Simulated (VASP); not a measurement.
# Cl (Cmce) in VASP: further runs

Cl is run at these levels: PBE; tasks: single point.

Program: VASP 6.6.1. These are calculated values, not measurements. Logs are shortened: lines on timing, memory, paths and dates and some standing lists are left out, and cuts for length are marked.

## 1. The cell of the first run

Symmetry: Cmce, No. 64, orthorhombic system. The conventional cell has a = 5.720 Å, b = 3.699 Å, c = 7.678 Å, α = 90.00°, β = 90.00°, γ = 90.00°. Cl (site symmetry m) has 1 Cl at 2.04 Å within 2.7 Å.

## 2. Single point, PBE

INCAR reads:

```
SYSTEM = Cl
PREC = Accurate
ENCUT = 520
EDIFF = 1E-6
ISMEAR = 0
SIGMA = 0.01
LREAL = .FALSE.
LASPH = .TRUE.
NELM = 100
ALGO = Normal
ISIF = 2
LWAVE = .FALSE.
LCHARG = .FALSE.
GGA = PE
NBANDS = 22
```

KPOINTS reads:

```
Automatic mesh
0
G
  6 6 2
  0 0 0
```

POSCAR reads:

```
Cl
1.0
    2.8602265779     -1.8492557241      0.0000000000
    2.8602265779      1.8492557241      0.0000000000
    0.0000000000      0.0000000000      7.6775409614
Cl
4
Direct
    0.8571187285      0.1428812715      0.1136697225
    0.6428812715      0.3571187285      0.6136697225
    0.1428812715      0.8571187285      0.8863302775
    0.3571187285      0.6428812715      0.3863302775
```

Potentials or basis: VASP PAW PBE potentials, release 64 (Cl).

Run with:

```console
$ cat potpaw_PBE.64/Cl/POTCAR > POTCAR
$ mpirun -np 1 vasp_std > vasp.out
```

OUTCAR:

```text
SYSTEM = Cl
   PREC = Accurate
   ENCUT = 520
   EDIFF = 1E-6
   ISMEAR = 0
   LREAL = .FALSE.
   LASPH = .TRUE.
   NELM = 100
   ISIF = 2
   GGA = PE

 ion  position               nearest neighbor table
   1  0.857  0.143  0.114-   3 2.04
   2  0.643  0.357  0.614-   4 2.04
   3  0.143  0.857  0.886-   1 2.04
   4  0.357  0.643  0.386-   2 2.04

  LATTYP: Found a base centered orthorhombic cell.
 ALAT       =     3.6985114482
 B/A-ratio  =     1.5466906716
 C/A-ratio  =     2.0758462070

  Lattice vectors:

 A1 = (  -2.8602265779,  -1.8492557241,   0.0000000000)
 A2 = (   2.8602265779,  -1.8492557241,   0.0000000000)
 A3 = (   0.0000000000,   0.0000000000,   7.6775409614)

Analysis of symmetry for initial positions (statically):
=====================================================================
 Subroutine PRICEL returns:
 Original cell was already a primitive cell.

 Routine SETGRP: Setting up the symmetry group for a
 base centered orthorhombic supercell.

 Subroutine GETGRP returns: Found  8 space group operations
 (whereof  4 operations were pure point group operations)
 out of a pool of  8 trial point group operations.

The static configuration has the point symmetry C_2h.
 The point group associated with its full space group is D_2h.

Analysis of symmetry for dynamics (positions and initial velocities):
=====================================================================
 Subroutine PRICEL returns:
 Original cell was already a primitive cell.

 Routine SETGRP: Setting up the symmetry group for a
 base centered orthorhombic supercell.

 Subroutine GETGRP returns: Found  8 space group operations
 (whereof  4 operations were pure point group operations)
 out of a pool of  8 trial point group operations.

The dynamic configuration has the point symmetry C_2h.
 The point group associated with its full space group is D_2h.

 Subroutine INISYM returns: Found  8 space group operations
 (whereof  4 operations are pure point group operations),
 and found     1 'primitive' translations

----------------------------------------------------------------------------------------

                                     Primitive cell

  volume of cell :      81.2175

  direct lattice vectors                    reciprocal lattice vectors
     2.860226578 -1.849255724  0.000000000     0.174811326 -0.270379047  0.000000000
     2.860226578  1.849255724  0.000000000     0.174811326  0.270379047  0.000000000
     0.000000000  0.000000000  7.677540961     0.000000000  0.000000000  0.130250038

  length of vectors
     3.405971640  3.405971640  7.677540961     0.321968676  0.321968676  0.130250038

  position of ions in fractional coordinates (direct lattice)
     0.857118728  0.142881272  0.113669722
     0.642881272  0.357118728  0.613669722
     0.142881272  0.857118728  0.886330278
     0.357118728  0.642881272  0.386330278

  ion indices of the primitive-cell ions
   primitive index   ion index
                 1           1
                 2           2
                 3           3
                 4           4

----------------------------------------------------------------------------------------

 KPOINTS: Automatic mesh

Automatic generation of k-mesh.
 Grid dimensions read from file:
 generate k-points for:    6    6    2

 Generating k-lattice:

  Cartesian coordinates                     Fractional coordinates (reciprocal lattice)
     0.029135221 -0.045063174  0.000000000     0.166666667 -0.000000000  0.000000000
     0.029135221  0.045063174  0.000000000    -0.000000000  0.166666667  0.000000000
     0.000000000  0.000000000  0.065125019     0.000000000  0.000000000  0.500000000

  Length of vectors
     0.053661446  0.053661446  0.065125019

  Shift w.r.t. Gamma in fractional coordinates (k-lattice)
     0.000000000  0.000000000  0.000000000

 Subroutine IBZKPT returns following result:
 ===========================================

 Found     26 irreducible k-points:

 Following reciprocal coordinates:
            Coordinates               Weight
  0.000000  0.000000  0.000000      1.000000
  0.166667  0.000000  0.000000      4.000000
  0.333333  0.000000  0.000000      4.000000
  0.500000  0.000000  0.000000      2.000000
  0.166667  0.166667  0.000000      2.000000
  0.333333  0.166667  0.000000      4.000000
[... 16 lines left out ...]
  0.333333  0.333333  0.500000      2.000000
  0.500000  0.333333  0.500000      4.000000
 [... further k-points ...]
   k-points           NKPTS =     26   k-points in BZ     NKDIM =     26   number of bands    NBANDS=     22
   number of dos      NEDOS =    301   number of ions     NIONS =      4
   total plane-waves  NPLWV =  47040
   dimension x,y,z NGX =    28 NGY =   28 NGZ =   60
   dimension x,y,z NGXF=    56 NGYF=   56 NGZF=  120
   ions per type =               4
   NGX,Y,Z   is equivalent  to a cutoff of  13.67, 13.67, 12.99 a.u.
   NGXF,Y,Z  is equivalent  to a cutoff of  27.33, 27.33, 25.98 a.u.
 SYSTEM =  Cl
   PREC   = accura    normal or accurate (medium, high low for compatibility)
   ISTART =      0    job   : 0-new  1-cont  2-samecut
   ICHARG =      2    charge: 1-file 2-atom 10-const
   ISPIN  =      1    spin polarized calculation?
   LNONCOLLINEAR =      F non collinear calculations
   LSORBIT =      F    spin-orbit coupling
   LASPH  =      T    aspherical Exc in radial PAW
   ENCUT  =  520.0 eV  38.22 Ry    6.18 a.u.   6.33  6.33 14.28*2*pi/ulx,y,z
   NELM   =    100;   NELMIN=  2; NELMDL= -5     # of ELM steps
   EDIFF  = 0.1E-05   stopping-criterion for ELM
   LREAL  =      F    real-space projection
   EDIFFG = 0.1E-04   stopping-criterion for IOM
   NSW    =      0    number of steps for IOM
   IBRION =     -1    ionic relax: 0-MD 1-quasi-New 2-CG
   NFREE  =      0    steps in history (QN), initial steepest desc. (CG)
   ISIF   =      2    stress and relaxation
   ISYM   =      2    0-nonsym 1-usesym 2-fastsym
   POTIM  = 0.5000    time-step for ionic-motion
   TEBEG  =    0.0;   TEEND  =   0.0 temperature during run
   PSTRESS=    0.0 pullay stress
   NELECT =      28.0000    total number of electrons
   NUPDOWN=      -1.0000    fix difference up-down
   EMIN   =  10.00;   EMAX   =-10.00  energy-range for DOS
   EFERMI =   0.00;   METHOD = LEGACY
   ISMEAR =     0;   SIGMA  =   0.01  broadening in eV -4-tet -1-fermi 0-gaus
   EFERMI_NEDOS =   21; number of points for ismear=-14 and -15
   IALGO  =     38    algorithm
   IMIX   =      4    mixing-type and parameters
     AMIX     =   0.40;   BMIX     =  1.00
     AMIX_MAG =   1.60;   BMIX_MAG =  1.00
  volume/ion in A,a.u.               =      20.30       137.02
  Fermi-wavevector in a.u.,A,eV,Ry     =   1.147918  2.169251 17.928621  1.317717
  Thomas-Fermi vector in A             =   2.284596
   LORBIT       =      0    0 simple, 1 ext, 2 COOP (PROOUT), +10 PAW based schemes
   GGA     = PE    functional components
   LHFCALC =     F    Hartree Fock is set to
   AEXX    =    0.0000 exact exchange contribution
   IVDW    =     0    specifies the selected vdW correction
   LEPSILON=     F    determine dielectric tensor
   LRPA    =     F    only Hartree local field effects (RPA)
 non-spin polarized calculation
 Gauss-broadening in eV      SIGMA  =   0.01
  energy-cutoff  :      520.00
  volume of cell :       81.22
 maximum number of plane-waves:      2205
 NGX is ok and might be reduce to    28
   NGX = 13   NGY = 13   NGZ = 29

 number of electron      27.9999998 magnetization

 Free energy of the ion-electron system (eV)
  ---------------------------------------------------
  ext. energy  EPLUGINS =         0.00000000
  ---------------------------------------------------
  free energy    TOTEN  =        -6.67224969 eV

  energy without entropy =       -6.67224969  energy(sigma->0) =       -6.67224969

 E-fermi :   2.7335     XC(G=0):  -9.5146

 val. band max:        2.6687490924   @ k =   0.0000   0.0000   0.0000
 cond. band min:       4.7275450552   @ k =   0.5000   0.5000   0.0000
 fundamental gap:      2.0587959628
 Fermi energy:         2.7335455048

 k-point     1 :       0.0000    0.0000    0.0000
  band No.  band energies     occupation
      1     -14.8286      2.00000
      2     -14.0777      2.00000
      3     -11.3632      2.00000
      4      -9.4633      2.00000
      5      -3.7909      2.00000
      6      -1.5181      2.00000
[... 14 lines left out ...]
     21      13.3983      0.00000
     22      13.6800      0.00000

 k-point     2 :       0.1667    0.0000    0.0000
  band No.  band energies     occupation
      1     -14.6675      2.00000
      2     -13.9929      2.00000
      3     -11.2201      2.00000
      4      -9.5873      2.00000
      5      -3.7685      2.00000
      6      -1.8181      2.00000
[... 14 lines left out ...]
     21      12.8473      0.00000
     22      13.4753      0.00000

 k-point     3 :       0.3333    0.0000    0.0000
  band No.  band energies     occupation
      1     -14.2737      2.00000
      2     -13.8499      2.00000
      3     -10.8588      2.00000
      4      -9.9441      2.00000
      5      -3.8015      2.00000
      6      -2.8136      2.00000
[... 14 lines left out ...]
     21      13.3710      0.00000
     22      14.8632      0.00000
[... 476 lines left out ...]
 k-point    23 :       0.3333    0.3333    0.5000
  band No.  band energies     occupation
      1     -14.0772      2.00000
      2     -14.0772      2.00000
      3     -10.1375      2.00000
      4     -10.1375      2.00000
      5      -2.7399      2.00000
      6      -2.7399      2.00000
[... 14 lines left out ...]
     21      13.3652      0.00000
     22      13.3652      0.00000

 k-point    24 :       0.5000    0.3333    0.5000
  band No.  band energies     occupation
      1     -13.9169      2.00000
      2     -13.9169      2.00000
      3     -10.1300      2.00000
      4     -10.1300      2.00000
      5      -2.8898      2.00000
      6      -2.8898      2.00000
[... 14 lines left out ...]
     21      13.3698      0.00000
     22      13.3698      0.00000

 [... further k-points ...]

------------------------ aborting loop because EDIFF is reached ----------------------------------------

  FORCE on cell =-STRESS in cart. coord.  units (eV):
  Direction    XX          YY          ZZ          XY          YZ          ZX
  --------------------------------------------------------------------------------------
  -------------------------------------------------------------------------------------
  Total        4.0101924      3.8808069      3.6030805      0.0000000      0.0000000      0.0000000
  in kB       79.1090631     76.5566752     71.0779670      0.0000000      0.0000000      0.0000000
  external PRESSURE =      75.5812351 kB  Pullay stress =       0.0000000 kB

 VOLUME and BASIS-vectors are now :
 -----------------------------------------------------------------------------
  energy-cutoff  :      520.00
  volume of cell :       81.22
      direct lattice vectors                 reciprocal lattice vectors
     2.860226578 -1.849255724  0.000000000     0.174811326 -0.270379047  0.000000000
     2.860226578  1.849255724  0.000000000     0.174811326  0.270379047  0.000000000
     0.000000000  0.000000000  7.677540961     0.000000000  0.000000000  0.130250038

 POSITION                                       TOTAL-FORCE (eV/Angst)
 -----------------------------------------------------------------------------------
      2.86023     -1.32081      0.87270         0.000000     -0.082003     -0.141609
      2.86023     -0.52845      4.71147         0.000000      0.082003     -0.141609
      2.86023      1.32081      6.80484         0.000000      0.082003      0.141609
      2.86023      0.52845      2.96607         0.000000     -0.082003      0.141609
 -----------------------------------------------------------------------------------
    total drift:                                0.000000     -0.000000     -0.000000

  FREE ENERGIE OF THE ION-ELECTRON SYSTEM (eV)
  ---------------------------------------------------
  free  energy   TOTEN  =        -6.6722496919 eV

  energy  without entropy=       -6.6722496919  energy(sigma->0) =       -6.67224969
```

It took 31 s on 1 thread of Intel Xeon Platinum 8488C (Sapphire Rapids), shared host; peak memory 0.2 GiB.

What came out:

* Free energy: -6.6722 eV
* Pressure: 7.6 GPa
* Largest force: 0.164 eV/Å
* Band gap on the k mesh: 2.06 eV, indirect (least direct gap 2.16 eV)

Forces on the atoms (eV/Å):
```
Cl   0.000 -0.082 -0.142
Cl   0.000  0.082 -0.142
Cl   0.000  0.082  0.142
Cl   0.000 -0.082  0.142
```

Stress tensor (GPa, compression positive):
```
7.91 0.00 0.00
0.00 7.66 0.00
0.00 0.00 7.11
```

Levels at points of the mesh, in eV from the valence-band top:
```csv
k point,band 10,band 11,band 12,band 13,band 14,band 15,band 16,band 17,band 18,band 19
"(0.00, 0.00, 0.00)",-1.75,-1.42,-0.76,-0.13,0.00,2.16,3.14,7.52,7.66,7.91
"(0.50, 0.00, 0.00)",-2.51,-1.66,-1.66,-0.56,-0.56,3.10,3.10,7.77,7.77,10.67
"(0.50, 0.50, 0.00)",-2.77,-2.67,-1.80,-0.94,-0.47,2.06,2.71,7.39,8.16,8.49
"(0.00, 0.00, 0.50)",-1.85,-1.36,-1.36,-0.06,-0.06,2.51,2.51,8.07,8.07,9.12
"(0.50, 0.00, 0.50)",-2.60,-1.06,-1.06,-0.01,-0.01,2.43,2.43,8.27,8.27,9.50
"(0.50, 0.50, 0.50)",-2.65,-1.63,-1.63,-1.46,-1.46,2.21,2.21,8.68,8.68,9.87
```

A k mesh can miss the band edges. As with any semilocal functional, this PBE gap is likely too small.

(Part 1 of 2 ends here.)
